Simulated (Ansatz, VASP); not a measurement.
**AlN in VASP and in Ansatz**

File INCAR:

```
SYSTEM = AlN
PREC     = Accurate       ! precision mode
ENCUT    = 520            ! plane-wave cutoff, eV
EDIFF    = 1E-6           ! SCF threshold, eV
ISMEAR   = 0              ! smearing method
SIGMA    = 0.02           ! smearing width, eV
LREAL    = .False.        ! projectors in reciprocal space
LASPH    = .True.         ! aspherical terms in the spheres
NELM     = 80             ! most SCF steps
ALGO     = Normal         ! electronic algorithm
ISIF     = 2              ! what is computed and relaxed
LWAVE    = .False.        ! write WAVECAR
LCHARG   = .False.        ! write CHGCAR
GGA      = PE             ! functional
NBANDS   = 16             ! bands
```

File KPOINTS:

```
regular mesh
0
Gamma
  12 12 6
  0 0 0
```

Contents of POSCAR:

```
AlN
1.0
    3.2710677989      0.0000000000      0.0000000000
   -1.6355338995      2.8328278114      0.0000000000
    0.0000000000      0.0000000000      4.8736875875
Al N
2 2
Direct
    0.6666666667      0.3333333333      0.4927377468
    0.3333333333      0.6666666667      0.9927377468
    0.6666666667      0.3333333333      0.8872622532
    0.3333333333      0.6666666667      0.3872622532
```

Input for Ansatz:

```yaml
crystal:
  lattice:
    - [3.2710677989, 0.0, 0.0]
    - [-1.6355338995, 2.8328278114, 0.0]
    - [0.0, 0.0, 4.8736875875]
  atoms:
    - { symbol: Al, position: [0.6666666667, 0.3333333333, 0.4927377468] }
    - { symbol: Al, position: [0.3333333333, 0.6666666667, 0.9927377468] }
    - { symbol: "N", position: [0.6666666667, 0.3333333333, 0.8872622532] }
    - { symbol: "N", position: [0.3333333333, 0.6666666667, 0.3872622532] }
basis:
  ecutwfc: 420
kpoints:
  mp_grid: { grid: [12, 12, 6] }
  band_path: { path: [VBM, CBM], npoints: 2 }
hamiltonian:
  xc: pbe
scf:
  occupations: { method: gaussian, width: 0.02 }
output:
  forces: true
  stress: true
  eigenvalues: true
checkpoint:
  read: start.run
  write: ck
  compress: false
  write_wavefunctions: false
  write_every: 100000
```

Alike in both runs: task single point; functional PBE; k mesh 12 × 12 × 6; occupations gaussian, width 0.02 eV; no spin polarisation.

|  | VASP | Ansatz |
| --- | --- | --- |
| version | VASP 6.6.1 | Ansatz 0.2.0 |
| potentials or method | VASP PAW PBE potentials, release 64 (Al, N), cutoff 520 eV | scalar-relativistic, plane waves, PAW |
| valence electrons in the cell | 16 | 16 |

```csv
,VASP,Ansatz,Ansatz less VASP
gap on the k mesh at the Fermi level (eV),3.17,3.17,-0.004
least direct gap on the mesh (eV),3.17,3.17,-0.004
pressure (GPa),-11.2,-11.0,+0.25
"traceless stress, the component that is largest in VASP (GPa)",11.10,10.97,-0.126
```
